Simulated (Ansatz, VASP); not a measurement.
## SiO2: VASP beside Ansatz

The input INCAR:

```
PREC = Accurate
ENCUT = 520
EDIFF = 1E-6
ISMEAR = -1
SIGMA = 0.03
LREAL = F
LASPH = T
NELM = 100
ALGO = Normal
ISIF = 2
LWAVE = F
LCHARG = T
GGA = PS
LELF = T
LVHAR = T
NBANDS = 25
```

Contents of KPOINTS:

```
Automatic mesh
0
Gamma
  6 6 9
```

The input POSCAR:

```
SiO2
1.0
    4.2351076239      0.0000000000      0.0000000000
    0.0000000000      4.2351076239      0.0000000000
    0.0000000000      0.0000000000      2.7029066575
Si O
2 4
Direct
    0.0000000000      0.0000000000      0.0000000000
    0.5000000000      0.5000000000      0.5000000000
    0.3067000000      0.3067000000      0.0000000000
    0.1933000000      0.8067000000      0.5000000000
    0.6933000000      0.6933000000      0.0000000000
    0.8067000000      0.1933000000      0.5000000000
```

Input for Ansatz:

```yaml
crystal:
  lattice:
    - [4.2351076239, 0.0, 0.0]
    - [0.0, 4.2351076239, 0.0]
    - [0.0, 0.0, 2.7029066575]
  atoms:
    - { symbol: Si, position: [0.0, 0.0, 0.0] }
    - { symbol: Si, position: [0.5, 0.5, 0.5] }
    - { symbol: O, position: [0.3067, 0.3067, 0.0] }
    - { symbol: O, position: [0.1933, 0.8067, 0.5] }
    - { symbol: O, position: [0.6933, 0.6933, 0.0] }
    - { symbol: O, position: [0.8067, 0.1933, 0.5] }
kpoints:
  mp_grid: { grid: [6, 6, 9] }
  band_path:
    path:
      - [0.0, 0.0, 0.0]
      - [0.0, 0.5, 0.0]
      - [0.5, 0.5, 0.0]
      - [0.0, 0.0, 0.0]
      - [0.0, 0.0, 0.5]
      - [0.0, 0.5, 0.5]
      - [0.5, 0.5, 0.5]
      - [0.0, 0.0, 0.5]
      - [0.0, 0.5, 0.0]
    npoints: 5
scf:
  occupations: { method: fermi_dirac, width: 0.03 }
hamiltonian:
  xc: pbesol
  pseudopotentials: { kind: all_electron, lapw: { basis_error: 0.001 } }
output:
  forces: true
  stress: true
  eigenvalues: true
```

Change from the starting cell: volume scaled by 1.04.

Alike in both runs: task single point; functional PBEsol; k mesh 6 × 6 × 9; occupations fermi-dirac, width 0.03 eV; no spin polarisation.

|  | VASP | Ansatz |
| --- | --- | --- |
| version | VASP 6.6.1 | Ansatz 0.2.0 |
| potentials or method | VASP PAW PBE potentials, release 64 (Si, O), cutoff 520 eV | all-electron LAPW, scalar-relativistic |

Ansatz gave:

```
gap on the k mesh at the Fermi level (eV)                     : 4.90
pressure (GPa)                                                : -8.1
traceless stress, the component that is largest in VASP (GPa) : -1.47
rms of the force components (eV/Å)                            : 0.037
```

**Question.** Estimate VASP's values.

**Answer.** gap on the k mesh at the Fermi level (eV): 4.89; pressure (GPa): -7.5; traceless stress, the component that is largest in VASP (GPa): -0.89; rms of the force components (eV/Å): 0.018.

VASP's potentials were made for PBE, not for PBEsol. Atom by atom the forces differ by 0.019 eV/Å (rms over components). Ansatz ran all-electron here, and VASP with PAW potentials.
